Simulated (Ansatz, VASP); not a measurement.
One calculation of H, two programs

```
CELL_PARAMETERS angstrom
5.68969 0.00000 0.00000
-1.89656 5.36430 0.00000
0.00000 0.00000 22.64562
ATOMIC_POSITIONS crystal
H 0.83657 0.66212 0.69530
H 0.79738 0.69935 0.72467
```

Alike in both runs: task single point; functional PBE; dispersion D3(BJ); k mesh 4 × 4 × 1; occupations gaussian, width 0.1 eV; no spin polarisation.

|  | VASP | Ansatz |
| --- | --- | --- |
| version | VASP 6.6.1 | Ansatz 0.2.0 |
| potentials or method | VASP PAW PBE potentials, release 64 (H), cutoff 400 eV | scalar-relativistic, plane waves, PAW |
| valence electrons in the cell | 2 | 2 |

VASP gave:

```
gap on the k mesh at the Fermi level (eV) : 9.97
rms of the force components (eV/Å)        : 0.061
```

Question: Which values does Ansatz return?

Answer: gap on the k mesh at the Fermi level (eV): 9.97; rms of the force components (eV/Å): 0.070.

Atom by atom the forces differ by 0.009 eV/Å (rms over components).
